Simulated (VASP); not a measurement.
# C (Fd-3m) in VASP: further runs

Runs on C. Level: PBEsol. Tasks: single point.

All numbers are computed with VASP 6.6.1; they aren't measurements. Logs are shortened: lines on timing, memory, paths and dates and some standing lists are left out, and cuts for length are marked.

## Step 1: The cell of the first run

The structure is cubic, space group Fd-3m (No. 227). Conventional cell: a = 3.559 Å, b = 3.559 Å, c = 3.559 Å, α = 90.00°, β = 90.00°, γ = 90.00°. C (site symmetry -43m) has 4 C at 1.54 Å within 2.1 Å.

## Step 2: Single point, PBEsol

The input, INCAR:

```
SYSTEM = C
ALGO = Normal ; EDIFF = 1E-7
ENCUT = 520 ; GGA = PS
ISIF = 2 ; ISMEAR = 0
LASPH = .True. ; LCHARG = .True.
LELF = .True. ; LREAL = .False.
LVHAR = .True. ; LWAVE = .False.
NBANDS = 11 ; NELM = 80
PREC = Accurate ; SIGMA = 0.01
```

The input, KPOINTS:

```
k-points
0
Gamma
  12 12 12
  0 0 0
```

The input, POSCAR:

```
C
1.0
    1.7795593411      1.7795593411      0.0000000000
   -1.7795593411      1.7795593411      0.0000000000
    0.0000000000      1.7795593411      1.7795593411
C
2
Direct
    0.5000000000      0.5000000000      0.0000000000
    0.7500000000      0.2500000000      0.5000000000
```

Potentials or basis: VASP PAW PBE potentials, release 64 (C).

Command:

```bash
$ cat potpaw_PBE.64/C/POTCAR > POTCAR
$ mpirun -np 1 vasp_std > vasp.out
```

OUTCAR:

```text
SYSTEM = C
   EDIFF = 1E-7
   ENCUT = 520
   GGA = PS
   ISIF = 2
   ISMEAR = 0
   LASPH = .True.
   LREAL = .False.
   NELM = 80
   PREC = Accurate

 ion  position               nearest neighbor table
   1  0.500  0.500  0.000-   2 1.54   2 1.54   2 1.54   2 1.54
   2  0.750  0.250  0.500-   1 1.54   1 1.54   1 1.54   1 1.54

  LATTYP: Found a face centered cubic cell.
 ALAT       =     3.5591186822

  Lattice vectors:

 A1 = (   0.0000000000,   1.7795593411,   1.7795593411)
 A2 = (   1.7795593411,   0.0000000000,   1.7795593411)
 A3 = (   1.7795593411,   1.7795593411,   0.0000000000)

Analysis of symmetry for initial positions (statically):
=====================================================================
 Subroutine PRICEL returns:
 Original cell was already a primitive cell.

 Routine SETGRP: Setting up the symmetry group for a
 face centered cubic supercell.

 Subroutine GETGRP returns: Found 48 space group operations
 (whereof 24 operations were pure point group operations)
 out of a pool of 48 trial point group operations.

The static configuration has the point symmetry T_d .
 The point group associated with its full space group is O_h .

Analysis of symmetry for dynamics (positions and initial velocities):
=====================================================================
 Subroutine PRICEL returns:
 Original cell was already a primitive cell.

 Routine SETGRP: Setting up the symmetry group for a
 face centered cubic supercell.

 Subroutine GETGRP returns: Found 48 space group operations
 (whereof 24 operations were pure point group operations)
 out of a pool of 48 trial point group operations.

The dynamic configuration has the point symmetry T_d .
 The point group associated with its full space group is O_h .

 Subroutine INISYM returns: Found 48 space group operations
 (whereof 24 operations are pure point group operations),
 and found     1 'primitive' translations

----------------------------------------------------------------------------------------

                                     Primitive cell

  volume of cell :      11.2711

  direct lattice vectors                    reciprocal lattice vectors
     1.779559341  1.779559341  0.000000000     0.280968433  0.280968433 -0.280968433
    -1.779559341  1.779559341  0.000000000    -0.280968433  0.280968433 -0.280968433
     0.000000000  1.779559341  1.779559341     0.000000000  0.000000000  0.561936867

  length of vectors
     2.516676955  2.516676955  2.516676955     0.486651602  0.486651602  0.561936867

  position of ions in fractional coordinates (direct lattice)
     0.500000000  0.500000000  0.000000000
     0.750000000  0.250000000  0.500000000

  ion indices of the primitive-cell ions
   primitive index   ion index
                 1           1
                 2           2

----------------------------------------------------------------------------------------

 KPOINTS: k-points

Automatic generation of k-mesh.
 Grid dimensions read from file:
 generate k-points for:   12   12   12

 Generating k-lattice:

  Cartesian coordinates                     Fractional coordinates (reciprocal lattice)
     0.023414036  0.023414036 -0.023414036     0.083333333  0.000000000  0.000000000
    -0.023414036  0.023414036 -0.023414036     0.000000000  0.083333333  0.000000000
     0.000000000  0.000000000  0.046828072     0.000000000  0.000000000  0.083333333

  Length of vectors
     0.040554300  0.040554300  0.046828072

  Shift w.r.t. Gamma in fractional coordinates (k-lattice)
     0.000000000  0.000000000  0.000000000

 Subroutine IBZKPT returns following result:
 ===========================================

 Found     72 irreducible k-points:

 Following reciprocal coordinates:
            Coordinates               Weight
  0.000000  0.000000  0.000000      1.000000
  0.083333  0.000000  0.000000      8.000000
  0.166667  0.000000  0.000000      8.000000
  0.250000  0.000000  0.000000      8.000000
  0.333333  0.000000  0.000000      8.000000
  0.416667  0.000000  0.000000      8.000000
[... 16 lines left out ...]
  0.500000  0.166667  0.000000     24.000000
 -0.416667  0.166667  0.000000     24.000000
 [... further k-points ...]
   k-points           NKPTS =     72   k-points in BZ     NKDIM =     72   number of bands    NBANDS=     11
   number of dos      NEDOS =    301   number of ions     NIONS =      2
   total plane-waves  NPLWV =   8000
   dimension x,y,z NGX =    20 NGY =   20 NGZ =   20
   dimension x,y,z NGXF=    40 NGYF=   40 NGZF=   40
   ions per type =               2
   NGX,Y,Z   is equivalent  to a cutoff of  13.21, 13.21, 13.21 a.u.
   NGXF,Y,Z  is equivalent  to a cutoff of  26.42, 26.42, 26.42 a.u.
 SYSTEM =  C
   PREC   = accura    normal or accurate (medium, high low for compatibility)
   ISTART =      0    job   : 0-new  1-cont  2-samecut
   ICHARG =      2    charge: 1-file 2-atom 10-const
   ISPIN  =      1    spin polarized calculation?
   LNONCOLLINEAR =      F non collinear calculations
   LSORBIT =      F    spin-orbit coupling
   LASPH  =      T    aspherical Exc in radial PAW
   ENCUT  =  520.0 eV  38.22 Ry    6.18 a.u.   4.68  4.68  4.68*2*pi/ulx,y,z
   NELM   =     80;   NELMIN=  2; NELMDL= -5     # of ELM steps
   EDIFF  = 0.1E-06   stopping-criterion for ELM
   LREAL  =      F    real-space projection
   EDIFFG = 0.1E-05   stopping-criterion for IOM
   NSW    =      0    number of steps for IOM
   IBRION =     -1    ionic relax: 0-MD 1-quasi-New 2-CG
   NFREE  =      0    steps in history (QN), initial steepest desc. (CG)
   ISIF   =      2    stress and relaxation
   ISYM   =      2    0-nonsym 1-usesym 2-fastsym
   POTIM  = 0.5000    time-step for ionic-motion
   TEBEG  =    0.0;   TEEND  =   0.0 temperature during run
   PSTRESS=    0.0 pullay stress
   NELECT =       8.0000    total number of electrons
   NUPDOWN=      -1.0000    fix difference up-down
   EMIN   =  10.00;   EMAX   =-10.00  energy-range for DOS
   EFERMI =   0.00;   METHOD = LEGACY
   ISMEAR =     0;   SIGMA  =   0.01  broadening in eV -4-tet -1-fermi 0-gaus
   EFERMI_NEDOS =   21; number of points for ismear=-14 and -15
   IALGO  =     38    algorithm
   IMIX   =      4    mixing-type and parameters
     AMIX     =   0.40;   BMIX     =  1.00
     AMIX_MAG =   1.60;   BMIX_MAG =  1.00
  volume/ion in A,a.u.               =       5.64        38.03
  Fermi-wavevector in a.u.,A,eV,Ry     =   1.460323  2.759611 29.015025  2.132544
  Thomas-Fermi vector in A             =   2.576786
   LORBIT       =      0    0 simple, 1 ext, 2 COOP (PROOUT), +10 PAW based schemes
   GGA     = PS    functional components
   LHFCALC =     F    Hartree Fock is set to
   AEXX    =    0.0000 exact exchange contribution
   IVDW    =     0    specifies the selected vdW correction
   LEPSILON=     F    determine dielectric tensor
   LRPA    =     F    only Hartree local field effects (RPA)
 non-spin polarized calculation
 Gauss-broadening in eV      SIGMA  =   0.01
  energy-cutoff  :      520.00
  volume of cell :       11.27
 maximum number of plane-waves:       313
   NGX =  9   NGY =  9   NGZ =  9

 number of electron       7.9999999 magnetization

 Free energy of the ion-electron system (eV)
  ---------------------------------------------------
  ext. energy  EPLUGINS =         0.00000000
  ---------------------------------------------------
  free energy    TOTEN  =       -19.24982002 eV

  energy without entropy =      -19.24982002  energy(sigma->0) =      -19.24982002

 E-fermi :   9.9714     XC(G=0): -13.4646

 val. band max:        9.8025635199   @ k =   0.0000   0.0000   0.0000
 cond. band min:      13.8527420595   @ k =  -0.3333   0.3333   0.0000
 fundamental gap:      4.0501785396
 Fermi energy:         9.9713880069

 k-point     1 :       0.0000    0.0000    0.0000
  band No.  band energies     occupation
      1     -11.8060      2.00000
      2       9.8026      2.00000
      3       9.8026      2.00000
      4       9.8026      2.00000
      5      15.3593      0.00000
      6      15.3593      0.00000
      7      15.3593      0.00000
      8      23.3177      0.00000
      9      28.8426      0.00000
     10      36.3409      0.00000
     11      36.3409      0.00000

 k-point     2 :       0.0833    0.0000    0.0000
  band No.  band energies     occupation
      1     -11.6122      2.00000
      2       8.5612      2.00000
      3       9.4745      2.00000
      4       9.4745      2.00000
      5      15.7886      0.00000
      6      15.7886      0.00000
      7      16.0867      0.00000
      8      23.4680      0.00000
      9      29.1699      0.00000
     10      34.1024      0.00000
     11      34.1024      0.00000

 k-point     3 :       0.1667    0.0000    0.0000
  band No.  band energies     occupation
      1     -11.0334      2.00000
      2       6.0073      2.00000
      3       8.7649      2.00000
      4       8.7649      2.00000
      5      16.7161      0.00000
      6      16.7161      0.00000
      7      17.1978      0.00000
      8      23.8945      0.00000
      9      29.8550      0.00000
     10      32.4877      0.00000
     11      32.4877      0.00000

 k-point     4 :       0.2500    0.0000    0.0000
  band No.  band energies     occupation
      1     -10.0774      2.00000
      2       3.1488      2.00000
      3       8.0356      2.00000
      4       8.0356      2.00000
      5      17.5727      0.00000
      6      17.5727      0.00000
      7      17.9766      0.00000
      8      24.4820      0.00000
      9      30.3042      0.00000
     10      32.0723      0.00000
     11      32.0723      0.00000

 k-point     5 :       0.3333    0.0000    0.0000
  band No.  band energies     occupation
      1      -8.7641      2.00000
      2       0.3460      2.00000
      3       7.4579      2.00000
      4       7.4579      2.00000
      5      18.0491      0.00000
      6      18.0491      0.00000
      7      18.4272      0.00000
      8      25.0048      0.00000
      9      30.5757      0.00000
     10      32.9216      0.00000
     11      32.9216      0.00000
[... 211 lines left out ...]
 k-point    21 :       0.3333    0.1667    0.0000
  band No.  band energies     occupation
      1      -7.0739      2.00000
      2      -0.8286      2.00000
      3       4.0697      2.00000
      4       6.8086      2.00000
      5      17.8004      0.00000
      6      19.3541      0.00000
      7      20.8710      0.00000
      8      24.7359      0.00000
      9      29.6631      0.00000
     10      31.4977      0.00000
     11      34.4155      0.00000

 k-point    22 :       0.4167    0.1667    0.0000
  band No.  band energies     occupation
      1      -5.5382      2.00000
      2      -2.8646      2.00000
      3       4.2751      2.00000
      4       6.1727      2.00000
      5      17.2521      0.00000
      6      20.0171      0.00000
      7      21.0646      0.00000
      8      25.2176      0.00000
      9      29.1042      0.00000
     10      33.8917      0.00000
     11      34.3250      0.00000

 k-point    23 :       0.5000    0.1667    0.0000
  band No.  band energies     occupation
      1      -5.9857      2.00000
      2      -2.3300      2.00000
      3       4.7699      2.00000
      4       5.7881      2.00000
      5      16.8106      0.00000
      6      20.5110      0.00000
      7      21.0927      0.00000
      8      24.0285      0.00000
      9      29.8052      0.00000
     10      33.6005      0.00000
     11      36.3165      0.00000

 k-point    24 :      -0.4167    0.1667    0.0000
  band No.  band energies     occupation
      1      -7.5972      2.00000
      2      -0.0544      2.00000
      3       5.4975      2.00000
      4       5.6976      2.00000
      5      16.4006      0.00000
      6      20.7931      0.00000
      7      20.9714      0.00000
      8      22.4031      0.00000
      9      30.7321      0.00000
     10      32.2486      0.00000
     11      37.1373      0.00000

 [... further k-points ...]
[... 5 lines left out ...]
  --------------------------------------------------------------------------------------
  -------------------------------------------------------------------------------------
  Total       -0.0645943     -0.0645943     -0.0645943      0.0000000     -0.0000000      0.0000000
  in kB       -9.1820019     -9.1820019     -9.1820019      0.0000000     -0.0000000      0.0000000
  external PRESSURE =      -9.1820019 kB  Pullay stress =       0.0000000 kB

 VOLUME and BASIS-vectors are now :
 -----------------------------------------------------------------------------
  energy-cutoff  :      520.00
  volume of cell :       11.27
      direct lattice vectors                 reciprocal lattice vectors
     1.779559341  1.779559341  0.000000000     0.280968433  0.280968433 -0.280968433
    -1.779559341  1.779559341  0.000000000    -0.280968433  0.280968433 -0.280968433
     0.000000000  1.779559341  1.779559341     0.000000000  0.000000000  0.561936867

 POSITION                                       TOTAL-FORCE (eV/Angst)
 -----------------------------------------------------------------------------------
      0.00000      1.77956      0.00000         0.000000      0.000000      0.000000
      0.88978      2.66934      0.88978         0.000000      0.000000      0.000000
 -----------------------------------------------------------------------------------
    total drift:                                0.000000     -0.000000      0.000000

  FREE ENERGIE OF THE ION-ELECTRON SYSTEM (eV)
  ---------------------------------------------------
  free  energy   TOTEN  =       -19.2498200183 eV

  energy  without entropy=      -19.2498200183  energy(sigma->0) =      -19.24982002
```

Run time: 10 s. Hardware: 1 thread of Intel Xeon 8259CL, shared host; peak memory 0.12 GiB.

Results:

| Item | Value |
| --- | --- |
| Free energy | -19.2498 eV |
| Pressure | -0.9 GPa |
| Band gap on the k mesh | 4.05 eV, indirect (least direct gap 5.56 eV) |

Levels at points of the mesh, in eV from the valence-band top:
| k point | band 2 | band 3 | band 4 | band 5 | band 6 | band 7 |
| --- | --- | --- | --- | --- | --- | --- |
| (0.00, 0.00, 0.00) | 0.00 | 0.00 | 0.00 | 5.56 | 5.56 | 5.56 |
| (0.50, 0.00, 0.00) | -13.54 | -2.83 | -2.83 | 8.41 | 8.41 | 8.93 |
| (0.50, 0.50, 0.00) | -12.82 | -6.38 | -6.38 | 4.61 | 4.61 | 16.89 |

Caveat: the PAW data sets were made with another functional, which shifts forces and pressure a little. A k mesh can miss the band edges.

## Step 3: Single point, PBEsol

The input, INCAR:

```
ALGO = Normal
EDIFF = 1E-6
ENCUT = 520
GGA = PS
ISIF = 2
ISMEAR = 0
LASPH = True
LCHARG = False
LREAL = False
LWAVE = False
NBANDS = 11
NELM = 60
PREC = Accurate
SIGMA = 0.01
```

The input, KPOINTS:

```
k-points
0
Gamma
  12 12 12
```

POSCAR is that of step 2.

Potentials or basis: VASP PAW PBE potentials, release 64 (C).

Command:

```bash
$ cat potpaw_PBE.64/C/POTCAR > POTCAR
$ mpirun -np 1 vasp_std > vasp.out
```

Wall time 11 s (1 thread of Intel Xeon 8259CL, shared host); peak memory 0.12 GiB.

The run converged. Its results:

```
Free energy            : -19.2498 eV
Pressure               : -0.9 GPa
Band gap on the k mesh : 4.05 eV, indirect (least direct gap 5.56 eV)
```

Levels at points of the mesh, in eV from the valence-band top:
```csv
k point,band 1,band 2,band 3,band 4,band 5,band 6,band 7,band 8,band 9
"(0.00, 0.00, 0.00)",-21.61,0.00,0.00,0.00,5.56,5.56,5.56,13.52,19.04
"(0.50, 0.00, 0.00)",-15.74,-13.54,-2.83,-2.83,8.41,8.41,8.93,15.55,21.74
"(0.50, 0.50, 0.00)",-12.82,-12.82,-6.38,-6.38,4.61,4.61,16.89,16.89,23.20
```

Caveat: the PAW data sets were made with another functional, which shifts forces and pressure a little.

(Continued in part 2 of 2.)
